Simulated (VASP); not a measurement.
# Co3Sn2 (P-6m2) in VASP: a series of runs

Co3Sn2 is run at these levels: PBEsol; tasks: single point.

Everything below comes from runs of VASP 6.6.1. Logs are shortened: lines on timing, memory, paths and dates and some standing lists are left out, and cuts for length are marked.

## Step 1: The cell of the first run

Symmetry: P-6m2, No. 187, hexagonal system. The conventional cell has a = 4.223 Å, b = 4.223 Å, c = 5.067 Å, α = 90.00°, β = 90.00°, γ = 120.00°. Co (site symmetry 3m) has 5 Co at 2.50 to 2.76 Å and 6 Sn at 2.74 to 2.76 Å within 3.3 Å. Co (site symmetry -6m2) has 5 Sn at 2.44 to 2.53 Å and 6 Co at 2.76 Å within 3.2 Å. Within 3.3 Å of Sn (site symmetry -6m2) lie 8 Co at 2.53 to 2.74 Å. Sn (site symmetry -6m2) has 9 Co at 2.44 to 2.76 Å within 3.2 Å.

## Step 2: Single point, PBEsol, collinear spin, ferromagnetic start

File INCAR:

```
ALGO = Normal
EDIFF = 1E-6
ENCUT = 520
GGA = PS
ISIF = 2
ISMEAR = 0
ISPIN = 2
LASPH = True
LCHARG = True
LELF = True
LMAXMIX = 4
LORBIT = 11
LREAL = False
LVHAR = True
LWAVE = False
MAGMOM = 1.25 1.25 0.55 0 0
NBANDS = 40
NELM = 150
PREC = Accurate
SIGMA = 0.1
```

File KPOINTS:

```
k-points
0
Gamma
  6 6 4
```

File POSCAR:

```
Co3Sn2
1.0
    4.2229921449      0.0000000000      0.0000000000
   -2.1114960725      3.6572184775      0.0000000000
    0.0000000000      0.0000000000      5.0668540000
Co Sn
3 2
Direct
    0.0000000000      0.0000000000      0.7463570000
    0.0000000000      0.0000000000      0.2536430000
    0.6666666667      0.3333333333      0.0000000000
    0.6666666667      0.3333333333      0.5000000000
    0.3333333333      0.6666666667      0.0000000000
```

Potentials or basis: VASP PAW PBE potentials, release 64 (Co, Sn_d).

Run with:

```
$ cat potpaw_PBE.64/Co/POTCAR potpaw_PBE.64/Sn_d/POTCAR > POTCAR
$ mpirun -np 1 vasp_std > vasp.out
```

OUTCAR:

```text
EDIFF = 1E-6
   ENCUT = 520
   GGA = PS
   ISIF = 2
   ISMEAR = 0
   ISPIN = 2
   LASPH = True
   LORBIT = 11
   LREAL = False
   NELM = 150
   PREC = Accurate

 ion  position               nearest neighbor table
   1  0.000  0.000  0.746-   2 2.50   2 2.57   4 2.74   4 2.74   4 2.74   5 2.76   3 2.76   3 2.76
                             5 2.76   5 2.76   3 2.76
   2  0.000  0.000  0.254-   1 2.50   1 2.57   4 2.74   4 2.74   4 2.74   3 2.76   5 2.76   3 2.76
                             5 2.76   5 2.76   3 2.76
   3  0.667  0.333  0.000-   5 2.44   5 2.44   5 2.44   4 2.53   4 2.53   1 2.76   2 2.76   1 2.76
                             2 2.76   1 2.76   2 2.76
   4  0.667  0.333  0.500-   3 2.53   3 2.53   1 2.74   2 2.74   1 2.74   2 2.74   1 2.74   2 2.74
                             5 3.52   5 3.52   5 3.52   5 3.52   5 3.52   5 3.52
   5  0.333  0.667  0.000-   3 2.44   3 2.44   3 2.44   1 2.76   2 2.76   2 2.76   1 2.76   2 2.76
                             1 2.76   4 3.52   4 3.52   4 3.52   4 3.52   4 3.52   4 3.52

  LATTYP: Found a hexagonal cell.
 ALAT       =     4.2229921449
 C/A-ratio  =     1.1998255801

  Lattice vectors:

 A1 = (   4.2229921449,   0.0000000000,   0.0000000000)
 A2 = (  -2.1114960725,   3.6572184775,   0.0000000000)
 A3 = (   0.0000000000,   0.0000000000,   5.0668540000)

Analysis of symmetry for initial positions (statically):
=====================================================================
 Subroutine PRICEL returns:
 Original cell was already a primitive cell.

 Routine SETGRP: Setting up the symmetry group for a
 hexagonal supercell.

 Subroutine GETGRP returns: Found 12 space group operations
 (whereof 12 operations were pure point group operations)
 out of a pool of 24 trial point group operations.

The static configuration has the point symmetry D_3h.

Analysis of symmetry for dynamics (positions and initial velocities):
=====================================================================
 Subroutine PRICEL returns:
 Original cell was already a primitive cell.

 Routine SETGRP: Setting up the symmetry group for a
 hexagonal supercell.

 Subroutine GETGRP returns: Found 12 space group operations
 (whereof 12 operations were pure point group operations)
 out of a pool of 24 trial point group operations.

The dynamic configuration has the point symmetry D_3h.

Analysis of structural, dynamic, and magnetic symmetry:
=====================================================================
 Subroutine PRICEL returns:
 Original cell was already a primitive cell.
[... 141 lines left out ...]
 spin polarized calculation
 Gauss-broadening in eV      SIGMA  =   0.10
  energy-cutoff  :      520.00
  volume of cell :       78.25
 maximum number of plane-waves:      2121
 NGX is ok and might be reduce to    32
   NGX = 15   NGY = 15   NGZ = 19

 number of electron      55.0000020 magnetization       2.6798633

 Free energy of the ion-electron system (eV)
  ---------------------------------------------------
  ext. energy  EPLUGINS =         0.00000000
  ---------------------------------------------------
  free energy    TOTEN  =       -31.60992613 eV

  energy without entropy =      -31.57762259  energy(sigma->0) =      -31.59377436

 E-fermi :   9.6707     XC(G=0): -12.2138

 val. band max:        9.6653779490   @ k =   0.1667   0.1667   0.2500
 cond. band min:       9.6792380959   @ k =   0.0000   0.0000   0.5000
 fundamental gap:      0.0138601468
 Fermi energy:         9.6707395599

 spin component 1

 k-point     1 :       0.0000    0.0000    0.0000
  band No.  band energies     occupation
      1     -11.4016      1.00000
      2     -11.3516      1.00000
      3     -11.3516      1.00000
      4     -11.2830      1.00000
      5     -11.2830      1.00000
      6     -11.2084      1.00000
[... 871 lines left out ...]
     38      19.1216      0.00000
     39      19.1647      0.00000
 Fermi energy:         9.6707395599

 spin component 2

 k-point     1 :       0.0000    0.0000    0.0000
  band No.  band energies     occupation
      1     -11.4115      1.00000
      2     -11.3621      1.00000
      3     -11.3621      1.00000
      4     -11.2926      1.00000
      5     -11.2926      1.00000
      6     -11.2173      1.00000
[... 871 lines left out ...]
     38      19.2990      0.00000
     39      19.3185      0.00000
 [bands above 39 left out]

------------------------ aborting loop because EDIFF is reached ----------------------------------------

  FORCE on cell =-STRESS in cart. coord.  units (eV):
  Direction    XX          YY          ZZ          XY          YZ          ZX
  --------------------------------------------------------------------------------------
  -------------------------------------------------------------------------------------
  Total       -2.8336848     -2.8336848     -2.8094512      0.0000000      0.0000000      0.0000000
  in kB      -58.0166370    -58.0166370    -57.5204809      0.0000000      0.0000000      0.0000000
  external PRESSURE =     -57.8512516 kB  Pullay stress =       0.0000000 kB

 VOLUME and BASIS-vectors are now :
 -----------------------------------------------------------------------------
  energy-cutoff  :      520.00
  volume of cell :       78.25
      direct lattice vectors                 reciprocal lattice vectors
     4.222992145  0.000000000  0.000000000     0.236798925  0.136715923  0.000000000
    -2.111496073  3.657218477  0.000000000     0.000000000  0.273431846  0.000000000
     0.000000000  0.000000000  5.066854000     0.000000000  0.000000000  0.197361124

 POSITION                                       TOTAL-FORCE (eV/Angst)
 -----------------------------------------------------------------------------------
      0.00000      0.00000      3.78168        -0.000000      0.000000      0.008819
      0.00000      0.00000      1.28517        -0.000000      0.000000     -0.008819
      2.11150      1.21907      0.00000         0.000000     -0.000000      0.000000
      2.11150      1.21907      2.53343        -0.000000     -0.000000      0.000000
     -0.00000      2.43815      0.00000         0.000000     -0.000000      0.000000
 -----------------------------------------------------------------------------------
    total drift:                               -0.000003      0.000002     -0.000000

  FREE ENERGIE OF THE ION-ELECTRON SYSTEM (eV)
  ---------------------------------------------------
  free  energy   TOTEN  =       -31.6099261306 eV

  energy  without entropy=      -31.5776225904  energy(sigma->0) =      -31.59377436

 total charge

# of ion       s       p       d       tot
------------------------------------------
    1        0.390   0.408   7.332   8.130
    2        0.390   0.408   7.332   8.130
    3        0.426   0.506   7.515   8.448
    4        1.105   1.216  10.057  12.378
    5        1.127   1.292  10.090  12.509
--------------------------------------------------
tot          3.437   3.831  42.326  49.593

 magnetization (x)

# of ion       s       p       d       tot
------------------------------------------
    1        0.005  -0.003   1.143   1.146
    2        0.005  -0.003   1.143   1.146
    3        0.000  -0.010   0.556   0.547
    4       -0.004  -0.040  -0.008  -0.053
    5       -0.003  -0.042  -0.004  -0.050
--------------------------------------------------
tot          0.003  -0.097   2.830   2.736
```

It took 87 s on 1 thread of Intel Xeon Platinum 8488C (Sapphire Rapids), shared host; peak memory 0.27 GiB.

Results:

| Property | Result |
| --- | --- |
| Free energy | -31.6099 eV |
| Pressure | -5.8 GPa |
| Largest force | 0.009 eV/Å |
| Net moment | 2.68 μB per cell |
| Site moments | Co +1.15, +0.55 (each value once); Sn -0.05 μB |
| Valence electrons inside the program's atomic spheres | Co 8.13, 8.45 (each value once); Sn 12.38, 12.51 |

Forces on the atoms (eV/Å):
```
Co   0.000  0.000  0.009
Co   0.000  0.000 -0.009
Co   0.000  0.000  0.000
Sn   0.000  0.000  0.000
Sn   0.000  0.000  0.000
```

Caveat: the cell stands under tension; the PAW data sets were made with another functional, which shifts forces and pressure a little; spin-orbit coupling is left out, which moves the levels of the heavy elements.

## Step 3: Single point, PBEsol, collinear spin, ferromagnetic start

File INCAR:

```
PREC     = Accurate       # precision mode
ENCUT    = 520            # plane-wave cutoff, eV
EDIFF    = 1E-6           # SCF threshold, eV
ISMEAR   = 0              # smearing method
SIGMA    = 0.1            # smearing width, eV
LREAL    = False          # projectors in reciprocal space
LASPH    = True           # aspherical terms in the spheres
NELM     = 150            # most SCF steps
ALGO     = Fast           # electronic algorithm
ISIF     = 2              # what is computed and relaxed
LWAVE    = False          # write WAVECAR
LCHARG   = True           # write CHGCAR
ISPIN    = 2              # spin polarisation
MAGMOM   = 1.25 1.25 0.55 0 0 # initial moments
LORBIT   = 11             # projections on sites
LMAXMIX  = 4              # l up to which the mixer works
GGA      = PS             # functional
LELF     = True           # ELF
LVHAR    = True         
NBANDS   = 40             # bands
```

File KPOINTS:

```
regular mesh
0
Gamma
  6 6 6
```

POSCAR is that of step 2.

Potentials or basis: VASP PAW PBE potentials, release 64 (Co, Sn_d).

Run with:

```
$ cat potpaw_PBE.64/Co/POTCAR potpaw_PBE.64/Sn_d/POTCAR > POTCAR
$ mpirun -np 1 vasp_std > vasp.out
```

OUTCAR:

```text
PREC = Accurate
   ENCUT = 520
   EDIFF = 1E-6
   ISMEAR = 0
   LREAL = False
   LASPH = True
   NELM = 150
   ISIF = 2
   ISPIN = 2
   LORBIT = 11
   GGA = PS

 ion  position               nearest neighbor table
   1  0.000  0.000  0.746-   2 2.50   2 2.57   4 2.74   4 2.74   4 2.74   5 2.76   3 2.76   3 2.76
                             5 2.76   5 2.76   3 2.76
   2  0.000  0.000  0.254-   1 2.50   1 2.57   4 2.74   4 2.74   4 2.74   3 2.76   5 2.76   3 2.76
                             5 2.76   5 2.76   3 2.76
   3  0.667  0.333  0.000-   5 2.44   5 2.44   5 2.44   4 2.53   4 2.53   1 2.76   2 2.76   1 2.76
                             2 2.76   1 2.76   2 2.76
   4  0.667  0.333  0.500-   3 2.53   3 2.53   1 2.74   2 2.74   1 2.74   2 2.74   1 2.74   2 2.74
                             5 3.52   5 3.52   5 3.52   5 3.52   5 3.52   5 3.52
   5  0.333  0.667  0.000-   3 2.44   3 2.44   3 2.44   1 2.76   2 2.76   2 2.76   1 2.76   2 2.76
                             1 2.76   4 3.52   4 3.52   4 3.52   4 3.52   4 3.52   4 3.52

  LATTYP: Found a hexagonal cell.
 ALAT       =     4.2229921449
 C/A-ratio  =     1.1998255801

  Lattice vectors:

 A1 = (   4.2229921449,   0.0000000000,   0.0000000000)
 A2 = (  -2.1114960725,   3.6572184775,   0.0000000000)
 A3 = (   0.0000000000,   0.0000000000,   5.0668540000)

Analysis of symmetry for initial positions (statically):
=====================================================================
 Subroutine PRICEL returns:
 Original cell was already a primitive cell.

 Routine SETGRP: Setting up the symmetry group for a
 hexagonal supercell.

 Subroutine GETGRP returns: Found 12 space group operations
 (whereof 12 operations were pure point group operations)
 out of a pool of 24 trial point group operations.

The static configuration has the point symmetry D_3h.

Analysis of symmetry for dynamics (positions and initial velocities):
=====================================================================
 Subroutine PRICEL returns:
 Original cell was already a primitive cell.

 Routine SETGRP: Setting up the symmetry group for a
 hexagonal supercell.
[... 183 lines left out ...]

 k-point     1 :       0.0000    0.0000    0.0000
  band No.  band energies     occupation
      1     -11.3981      1.00000
      2     -11.3481      1.00000
      3     -11.3481      1.00000
      4     -11.2792      1.00000
      5     -11.2792      1.00000
      6     -11.2059      1.00000
[... 997 lines left out ...]
     38      19.0006      0.00000
     39      19.1969      0.00000

 [... further k-points ...]

 spin component 2

 k-point     1 :       0.0000    0.0000    0.0000
  band No.  band energies     occupation
      1     -11.4080      1.00000
      2     -11.3585      1.00000
      3     -11.3585      1.00000
      4     -11.2883      1.00000
      5     -11.2883      1.00000
      6     -11.2149      1.00000
[... 997 lines left out ...]
     38      19.1739      0.00000
     39      19.2978      0.00000

 [... further k-points ...]

 [bands above 39 left out]

------------------------ aborting loop because EDIFF is reached ----------------------------------------

  FORCE on cell =-STRESS in cart. coord.  units (eV):
  Direction    XX          YY          ZZ          XY          YZ          ZX
  --------------------------------------------------------------------------------------
  -------------------------------------------------------------------------------------
  Total       -2.6854343     -2.6854343     -2.8585174      0.0000000      0.0000000      0.0000000
  in kB      -54.9813692    -54.9813692    -58.5250586      0.0000000      0.0000000      0.0000000
  external PRESSURE =     -56.1625990 kB  Pullay stress =       0.0000000 kB

 VOLUME and BASIS-vectors are now :
 -----------------------------------------------------------------------------
  energy-cutoff  :      520.00
  volume of cell :       78.25
      direct lattice vectors                 reciprocal lattice vectors
     4.222992145  0.000000000  0.000000000     0.236798925  0.136715923  0.000000000
    -2.111496073  3.657218477  0.000000000     0.000000000  0.273431846  0.000000000
     0.000000000  0.000000000  5.066854000     0.000000000  0.000000000  0.197361124

 POSITION                                       TOTAL-FORCE (eV/Angst)
 -----------------------------------------------------------------------------------
      0.00000      0.00000      3.78168         0.000000      0.000000      0.012459
      0.00000      0.00000      1.28517         0.000000      0.000000     -0.012459
      2.11150      1.21907      0.00000        -0.000000      0.000000     -0.000000
      2.11150      1.21907      2.53343        -0.000000     -0.000000     -0.000000
     -0.00000      2.43815      0.00000         0.000000      0.000000     -0.000000
 -----------------------------------------------------------------------------------
    total drift:                               -0.000003      0.000002     -0.000000

  FREE ENERGIE OF THE ION-ELECTRON SYSTEM (eV)
  ---------------------------------------------------
  free  energy   TOTEN  =       -31.6093427205 eV

  energy  without entropy=      -31.5749255883  energy(sigma->0) =      -31.59213415

 total charge

# of ion       s       p       d       tot
------------------------------------------
    1        0.390   0.409   7.329   8.128
    2        0.390   0.409   7.329   8.128
    3        0.426   0.507   7.514   8.447
    4        1.105   1.218  10.057  12.379
    5        1.127   1.293  10.090  12.509
--------------------------------------------------
tot          3.437   3.836  42.318  49.592

 magnetization (x)

# of ion       s       p       d       tot
------------------------------------------
    1        0.005  -0.001   1.181   1.185
    2        0.005  -0.001   1.181   1.185
    3        0.000  -0.008   0.582   0.574
    4       -0.004  -0.039  -0.009  -0.052
    5       -0.004  -0.042  -0.004  -0.049
--------------------------------------------------
tot          0.003  -0.092   2.932   2.843
```

OSZICAR:

```text
N       E                     dE             d eps       ncg     rms          rms(c)
DAV:   1     0.510176494844E+03    0.51018E+03   -0.24386E+04  4616   0.215E+03
DAV:   2     0.397724550124E+02   -0.47040E+03   -0.44736E+03  4480   0.516E+02
DAV:   3    -0.320387004240E+02   -0.71811E+02   -0.69914E+02  4920   0.184E+02
DAV:   4    -0.350559528083E+02   -0.30173E+01   -0.30126E+01  5120   0.424E+01
DAV:   5    -0.351420441184E+02   -0.86091E-01   -0.86086E-01  6232   0.634E+00    0.183E+01
RMM:   6    -0.476953872347E+02   -0.12553E+02   -0.54308E+01  5248   0.502E+01    0.427E+01
RMM:   7    -0.356055771051E+02    0.12090E+02   -0.16849E+01  4885   0.282E+01    0.172E+01
RMM:   8    -0.317401308680E+02    0.38654E+01   -0.48398E+00  5029   0.162E+01    0.422E+00
RMM:   9    -0.317110910783E+02    0.29040E-01   -0.35635E-01  5329   0.316E+00    0.409E+00
RMM:  10    -0.316224059234E+02    0.88685E-01   -0.16391E-01  5247   0.288E+00    0.207E+00
RMM:  11    -0.316067728970E+02    0.15633E-01   -0.36905E-02  5864   0.131E+00    0.563E-01
RMM:  12    -0.316085488656E+02   -0.17760E-02   -0.83467E-03  6575   0.463E-01    0.312E-01
RMM:  13    -0.316093016509E+02   -0.75279E-03   -0.22176E-03  6974   0.247E-01    0.170E-01
RMM:  14    -0.316093211082E+02   -0.19457E-04   -0.66060E-04  7613   0.133E-01    0.735E-02
RMM:  15    -0.316093383301E+02   -0.17222E-04   -0.15495E-04  7276   0.688E-02    0.367E-02
RMM:  16    -0.316093423775E+02   -0.40474E-05   -0.53408E-05  7374   0.343E-02    0.265E-02
RMM:  17    -0.316093425880E+02   -0.21049E-06   -0.13281E-05  6235   0.180E-02    0.126E-02
RMM:  18    -0.316093427205E+02   -0.13248E-06   -0.37409E-06  4297   0.103E-02
   1 F= -.31609343E+02 E0= -.31592134E+02  d E =-.344171E-01  mag=     2.7912
```

Wall time 2.1 min (1 thread of Intel Xeon Platinum 8488C (Sapphire Rapids), shared host); peak memory 0.29 GiB.

Results:

* Free energy: -31.6093 eV
* Pressure: -5.6 GPa
* Largest force: 0.012 eV/Å
* Net moment: 2.79 μB per cell
* Site moments: Co +1.19, +0.57 (each value once); Sn -0.05 μB
* Valence electrons inside the program's atomic spheres: Co 8.13, 8.45 (each value once); Sn 12.38, 12.51

Forces on the atoms (eV/Å):
```
Co   0.000  0.000  0.012
Co   0.000  0.000 -0.012
Co   0.000  0.000  0.000
Sn   0.000  0.000  0.000
Sn   0.000  0.000  0.000
```

Stress tensor (GPa, compression positive):
```
-5.50  0.00  0.00
 0.00 -5.50  0.00
 0.00  0.00 -5.85
```

Caveat: the cell stands under tension; the PAW data sets were made with another functional, which shifts forces and pressure a little; spin-orbit coupling is left out, which moves the levels of the heavy elements.
